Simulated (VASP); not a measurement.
# Mg3Cd2Te3 (P-6m2) in VASP: single point with PBE

Aim: the single point of Mg3Cd2Te3 with PBE.

Program: VASP 6.6.1. These are calculated values, not measurements. Logs are shortened: lines on timing, memory, paths and dates and some standing lists are left out, and cuts for length are marked.

## (1) The cell of the first run

Symmetry: P-6m2, No. 187, hexagonal system. Conventional cell: a = 8.043 Å, b = 8.043 Å, c = 4.012 Å, α = 90.00°, β = 90.00°, γ = 120.00°. Within 4.2 Å of Mg (site symmetry mm2) lie 4 Te at 3.03 Å and 4 Cd at 3.13 to 4.02 Å and 6 Mg at 3.88 to 4.16 Å. Within 4.1 Å of Cd (site symmetry -6m2) lie 6 Mg at 3.13 Å and 2 Cd at 4.01 Å and 6 Te at 4.02 Å. Within 4.1 Å of Cd (site symmetry -6m2) lie 6 Te at 3.09 Å and 2 Cd at 4.01 Å and 6 Mg at 4.02 Å. Te (site symmetry mm2) has 4 Mg at 3.03 Å and 4 Cd at 3.09 to 4.02 Å and 6 Te at 3.98 to 4.06 Å within 4.1 Å.

The cell was built from a structure type or drawn by symmetry, and may not be a known phase.

## (2) Single point, PBE

File INCAR:

```
PREC     = Accurate       # precision mode
ENCUT    = 520            # plane-wave cutoff, eV
EDIFF    = 1E-7           # SCF threshold, eV
ISMEAR   = 0              # smearing method
SIGMA    = 0.2            # smearing width, eV
LREAL    = F              # projectors in reciprocal space
LASPH    = T              # aspherical terms in the spheres
NELM     = 100            # most SCF steps
ALGO     = Normal         # electronic algorithm
ISIF     = 2              # what is computed and relaxed
LWAVE    = F              # write WAVECAR
LCHARG   = T              # write CHGCAR
GGA      = PE             # functional
LELF     = T              # ELF
LVHAR    = T            
NBANDS   = 34             # bands
```

File KPOINTS:

```
Automatic mesh
0
Gamma
  3 3 3
```

File POSCAR:

```
Mg3Cd2Te3
1.0
    8.0429731023      0.0000000000      0.0000000000
   -4.0214865512      6.9654190286      0.0000000000
    0.0000000000      0.0000000000      4.0116933617
Mg Cd Te
3 2 3
Direct
    0.6550000622      0.8275000311      0.0000000000
    0.1724999689      0.8275000311      0.0000000000
    0.1724999689      0.3449999378      0.0000000000
    0.0000000000      0.0000000000      0.5000000000
    0.6666666667      0.3333333333      0.0000000000
    0.0034522622      0.5017261311      0.5000000000
    0.4982738689      0.5017261311      0.5000000000
    0.4982738689      0.9965477378      0.5000000000
```

Potentials or basis: VASP PAW PBE potentials, release 64 (Mg, Cd, Te).

Started as:

```bash
$ cat potpaw_PBE.64/Mg/POTCAR potpaw_PBE.64/Cd/POTCAR potpaw_PBE.64/Te/POTCAR > POTCAR
$ mpirun -np 1 vasp_std > vasp.out
```

OUTCAR:

```text
PREC = Accurate
   ENCUT = 520
   EDIFF = 1E-7
   ISMEAR = 0
   LREAL = F
   LASPH = T
   NELM = 100
   ISIF = 2
   GGA = PE

 ion  position               nearest neighbor table
   1  0.655  0.828  0.000-   8 3.03   8 3.03   7 3.03   7 3.03   4 3.13   4 3.13
   2  0.172  0.828  0.000-   8 3.03   8 3.03   6 3.03   6 3.03   4 3.13   4 3.13
   3  0.172  0.345  0.000-   7 3.03   7 3.03   6 3.03   6 3.03   4 3.13   4 3.13
   4  0.000  0.000  0.500-   1 3.13   1 3.13   2 3.13   2 3.13   3 3.13   3 3.13
   5  0.667  0.333  0.000-   6 3.09   6 3.09   8 3.09   8 3.09   7 3.09   7 3.09
   6  0.003  0.502  0.500-   3 3.03   3 3.03   2 3.03   2 3.03   5 3.09   5 3.09
   7  0.498  0.502  0.500-   3 3.03   3 3.03   1 3.03   1 3.03   5 3.09   5 3.09
   8  0.498  0.997  0.500-   2 3.03   2 3.03   1 3.03   1 3.03   5 3.09   5 3.09

  LATTYP: Found a hexagonal cell.
 ALAT       =     8.0429731023
 C/A-ratio  =     0.4987823919

  Lattice vectors:

 A1 = (   8.0429731023,   0.0000000000,   0.0000000000)
 A2 = (  -4.0214865512,   6.9654190286,   0.0000000000)
 A3 = (   0.0000000000,   0.0000000000,   4.0116933617)

Analysis of symmetry for initial positions (statically):
=====================================================================
 Subroutine PRICEL returns:
 Original cell was already a primitive cell.

 Routine SETGRP: Setting up the symmetry group for a
 hexagonal supercell.

 Subroutine GETGRP returns: Found 12 space group operations
 (whereof 12 operations were pure point group operations)
 out of a pool of 24 trial point group operations.

The static configuration has the point symmetry D_3h.

Analysis of symmetry for dynamics (positions and initial velocities):
=====================================================================
 Subroutine PRICEL returns:
 Original cell was already a primitive cell.

 Routine SETGRP: Setting up the symmetry group for a
 hexagonal supercell.

 Subroutine GETGRP returns: Found 12 space group operations
 (whereof 12 operations were pure point group operations)
 out of a pool of 24 trial point group operations.

The dynamic configuration has the point symmetry D_3h.

 Subroutine INISYM returns: Found 12 space group operations
 (whereof 12 operations are pure point group operations),
 and found     1 'primitive' translations

----------------------------------------------------------------------------------------

                                     Primitive cell

  volume of cell :     224.7458

  direct lattice vectors                    reciprocal lattice vectors
     8.042973102  0.000000000  0.000000000     0.124332133  0.071783190  0.000000000
    -4.021486551  6.965419029  0.000000000     0.000000000  0.143566381  0.000000000
     0.000000000  0.000000000  4.011693362     0.000000000  0.000000000  0.249271295

  length of vectors
     8.042973102  8.042973102  4.011693362     0.143566381  0.143566381  0.249271295

  position of ions in fractional coordinates (direct lattice)
     0.655000062  0.827500031  0.000000000
     0.172499969  0.827500031  0.000000000
     0.172499969  0.344999938  0.000000000
     0.000000000  0.000000000  0.500000000
     0.666666667  0.333333333  0.000000000
     0.003452262  0.501726131  0.500000000
     0.498273869  0.501726131  0.500000000
     0.498273869  0.996547738  0.500000000

  ion indices of the primitive-cell ions
   primitive index   ion index
                 1           1
                 2           2
                 3           3
                 4           4
                 5           5
                 6           6
                 7           7
                 8           8

----------------------------------------------------------------------------------------

 KPOINTS: Automatic mesh

Automatic generation of k-mesh.
 Grid dimensions read from file:
 generate k-points for:    3    3    3

 Generating k-lattice:

  Cartesian coordinates                     Fractional coordinates (reciprocal lattice)
     0.041444044  0.023927730  0.000000000     0.333333333  0.000000000  0.000000000
     0.000000000  0.047855460  0.000000000     0.000000000  0.333333333  0.000000000
     0.000000000  0.000000000  0.083090432     0.000000000  0.000000000  0.333333333

  Length of vectors
     0.047855460  0.047855460  0.083090432

  Shift w.r.t. Gamma in fractional coordinates (k-lattice)
     0.000000000  0.000000000  0.000000000

 Subroutine IBZKPT returns following result:
 ===========================================

 Found      6 irreducible k-points:

 Following reciprocal coordinates:
            Coordinates               Weight
  0.000000  0.000000  0.000000      1.000000
  0.333333  0.000000  0.000000      6.000000
  0.333333  0.333333  0.000000      2.000000
  0.000000  0.000000  0.333333      2.000000
  0.333333  0.000000  0.333333     12.000000
  0.333333  0.333333  0.333333      4.000000
   k-points           NKPTS =      6   k-points in BZ     NKDIM =      6   number of bands    NBANDS=     34
   number of dos      NEDOS =    301   number of ions     NIONS =      8
   total plane-waves  NPLWV = 108000
   dimension x,y,z NGX =    60 NGY =   60 NGZ =   30
   dimension x,y,z NGXF=   120 NGYF=  120 NGZF=   60
   ions per type =               3   2   3
   NGX,Y,Z   is equivalent  to a cutoff of  12.40, 12.40, 12.43 a.u.
   NGXF,Y,Z  is equivalent  to a cutoff of  24.80, 24.80, 24.86 a.u.
 SYSTEM =  unknown system
   PREC   = accura    normal or accurate (medium, high low for compatibility)
   ISTART =      0    job   : 0-new  1-cont  2-samecut
   ICHARG =      2    charge: 1-file 2-atom 10-const
   ISPIN  =      1    spin polarized calculation?
   LNONCOLLINEAR =      F non collinear calculations
   LSORBIT =      F    spin-orbit coupling
   LASPH  =      T    aspherical Exc in radial PAW
   ENCUT  =  520.0 eV  38.22 Ry    6.18 a.u.  14.95 14.95  7.46*2*pi/ulx,y,z
   NELM   =    100;   NELMIN=  2; NELMDL= -5     # of ELM steps
   EDIFF  = 0.1E-06   stopping-criterion for ELM
   LREAL  =      F    real-space projection
   EDIFFG = 0.1E-05   stopping-criterion for IOM
   NSW    =      0    number of steps for IOM
   IBRION =     -1    ionic relax: 0-MD 1-quasi-New 2-CG
   NFREE  =      0    steps in history (QN), initial steepest desc. (CG)
   ISIF   =      2    stress and relaxation
   ISYM   =      2    0-nonsym 1-usesym 2-fastsym
   POTIM  = 0.5000    time-step for ionic-motion
   TEBEG  =    0.0;   TEEND  =   0.0 temperature during run
   PSTRESS=    0.0 pullay stress
   NELECT =      48.0000    total number of electrons
   NUPDOWN=      -1.0000    fix difference up-down
   EMIN   =  10.00;   EMAX   =-10.00  energy-range for DOS
   EFERMI =   0.00;   METHOD = LEGACY
   ISMEAR =     0;   SIGMA  =   0.20  broadening in eV -4-tet -1-fermi 0-gaus
   EFERMI_NEDOS =   21; number of points for ismear=-14 and -15
   IALGO  =     38    algorithm
   IMIX   =      4    mixing-type and parameters
     AMIX     =   0.40;   BMIX     =  1.00
     AMIX_MAG =   1.60;   BMIX_MAG =  1.00
  volume/ion in A,a.u.               =      28.09       189.58
  Fermi-wavevector in a.u.,A,eV,Ry     =   0.978569  1.849227 13.028898  0.957597
  Thomas-Fermi vector in A             =   2.109355
   LORBIT       =      0    0 simple, 1 ext, 2 COOP (PROOUT), +10 PAW based schemes
   GGA     = PE    functional components
   LHFCALC =     F    Hartree Fock is set to
   AEXX    =    0.0000 exact exchange contribution
   IVDW    =     0    specifies the selected vdW correction
   LEPSILON=     F    determine dielectric tensor
   LRPA    =     F    only Hartree local field effects (RPA)
 non-spin polarized calculation
 Gauss-broadening in eV      SIGMA  =   0.20
  energy-cutoff  :      520.00
  volume of cell :      224.75
 maximum number of plane-waves:      6082
 NGX is ok and might be reduce to    60
   NGX = 29   NGY = 29   NGZ = 15

 number of electron      48.0000010 magnetization

 Free energy of the ion-electron system (eV)
  ---------------------------------------------------
  ext. energy  EPLUGINS =         0.00000000
  ---------------------------------------------------
  free energy    TOTEN  =       -17.10204755 eV

  energy without entropy =      -17.06712555  energy(sigma->0) =      -17.08458655

 E-fermi :   3.8528     XC(G=0):  -9.0318

 val. band max:        3.6512603874   @ k =   0.3333   0.0000   0.0000
 cond. band min:       3.8926352131   @ k =   0.0000   0.0000   0.0000
 fundamental gap:      0.2413748257
 Fermi energy:         3.8528313976

 k-point     1 :       0.0000    0.0000    0.0000
  band No.  band energies     occupation
      1      -7.9388      2.00000
      2      -7.1155      2.00000
      3      -7.1155      2.00000
      4      -4.9514      2.00000
      5      -4.8836      2.00000
      6      -4.8836      2.00000
[... 26 lines left out ...]
     33       8.2621      0.00000
     34       8.7138      0.00000

 k-point     2 :       0.3333    0.0000    0.0000
  band No.  band energies     occupation
      1      -7.7875      2.00000
      2      -7.3233      2.00000
      3      -7.1179      2.00000
      4      -4.9431      2.00000
      5      -4.8838      2.00000
      6      -4.8836      2.00000
[... 26 lines left out ...]
     33       8.5106      0.00000
     34       9.0042      0.00000

 k-point     3 :       0.3333    0.3333    0.0000
  band No.  band energies     occupation
      1      -7.5871      2.00000
      2      -7.5428      2.00000
      3      -7.1282      2.00000
      4      -4.9379      2.00000
      5      -4.8841      2.00000
      6      -4.8836      2.00000
[... 26 lines left out ...]
     33       9.1017      0.00000
     34       9.2236      0.00000

 k-point     4 :       0.0000    0.0000    0.3333
  band No.  band energies     occupation
      1      -7.4235      2.00000
      2      -6.8028      2.00000
      3      -6.8028      2.00000
      4      -4.9320      2.00000
      5      -4.9320      2.00000
      6      -4.8113      2.00000
[... 26 lines left out ...]
     33       8.5884      0.00000
     34       9.1634      0.00000

 k-point     5 :       0.3333    0.0000    0.3333
  band No.  band energies     occupation
      1      -7.3075      2.00000
      2      -6.9355      2.00000
      3      -6.8049      2.00000
      4      -4.9338      2.00000
      5      -4.9297      2.00000
      6      -4.8107      2.00000
[... 26 lines left out ...]
     33       8.5505      0.00000
     34       8.8144      0.00000

 k-point     6 :       0.3333    0.3333    0.3333
  band No.  band energies     occupation
      1      -7.1956      2.00000
      2      -7.0486      2.00000
      3      -6.8137      2.00000
      4      -4.9354      2.00000
      5      -4.9285      2.00000
      6      -4.8083      2.00000
[... 26 lines left out ...]
     33       8.2349      0.00000
     34       8.5707      0.00000

------------------------ aborting loop because EDIFF is reached ----------------------------------------

  FORCE on cell =-STRESS in cart. coord.  units (eV):
  Direction    XX          YY          ZZ          XY          YZ          ZX
  --------------------------------------------------------------------------------------
  -------------------------------------------------------------------------------------
  Total        0.3658196      0.3658196      0.7027940     -0.0000000     -0.0000000      0.0000000
  in kB        2.6078698      2.6078698      5.0101071     -0.0000000     -0.0000000      0.0000000
  external PRESSURE =       3.4086156 kB  Pullay stress =       0.0000000 kB

 VOLUME and BASIS-vectors are now :
 -----------------------------------------------------------------------------
  energy-cutoff  :      520.00
  volume of cell :      224.75
      direct lattice vectors                 reciprocal lattice vectors
     8.042973102  0.000000000  0.000000000     0.124332133  0.071783190  0.000000000
    -4.021486551  6.965419029  0.000000000     0.000000000  0.143566381  0.000000000
     0.000000000  0.000000000  4.011693362     0.000000000  0.000000000  0.249271295

 POSITION                                       TOTAL-FORCE (eV/Angst)
 -----------------------------------------------------------------------------------
      1.94037      5.76388      0.00000        -0.040722     -0.023511      0.000000
     -1.94037      5.76388      0.00000         0.040722     -0.023511      0.000000
     -0.00000      2.40307      0.00000        -0.000000      0.047022     -0.000000
      0.00000      0.00000      2.00585        -0.000000      0.000000      0.000000
      4.02149      2.32181      0.00000        -0.000000      0.000000      0.000000
     -1.98992      3.49473      2.00585         0.021666      0.012509      0.000000
      1.98992      3.49473      2.00585        -0.021666      0.012509      0.000000
     -0.00000      6.94137      2.00585         0.000000     -0.025018     -0.000000
 -----------------------------------------------------------------------------------
    total drift:                                0.000001     -0.000000      0.000000

  FREE ENERGIE OF THE ION-ELECTRON SYSTEM (eV)
  ---------------------------------------------------
  free  energy   TOTEN  =       -17.1020475480 eV

  energy  without entropy=      -17.0671255526  energy(sigma->0) =      -17.08458655
```

Wall time 1.7 min (1 thread of Intel Xeon 8259CL, shared host); peak memory 0.33 GiB.

Results:

```yaml
Free_energy: -17.1020 eV
Pressure: 0.3 GPa
Largest_force: 0.047 eV/Å
```

Forces on the atoms (eV/Å):
```
Mg  -0.041 -0.024  0.000
Mg   0.041 -0.024  0.000
Mg   0.000  0.047  0.000
Cd   0.000  0.000  0.000
Cd   0.000  0.000  0.000
Te   0.022  0.013  0.000
Te  -0.022  0.013  0.000
Te   0.000 -0.025  0.000
```

Levels at points of the mesh, in eV from the Fermi level:
```
           k point  band 20  band 21  band 22  band 23  band 24  band 25  band 26  band 27  band 28  band 29
(0.00, 0.00, 0.00)    -1.07    -1.07    -0.59    -0.59     0.04     1.74     1.74     2.02     2.02     3.13
```

Caveat: the k points lie up to 0.52 Å⁻¹ apart; spin-orbit coupling is left out, which moves the levels of the heavy elements.
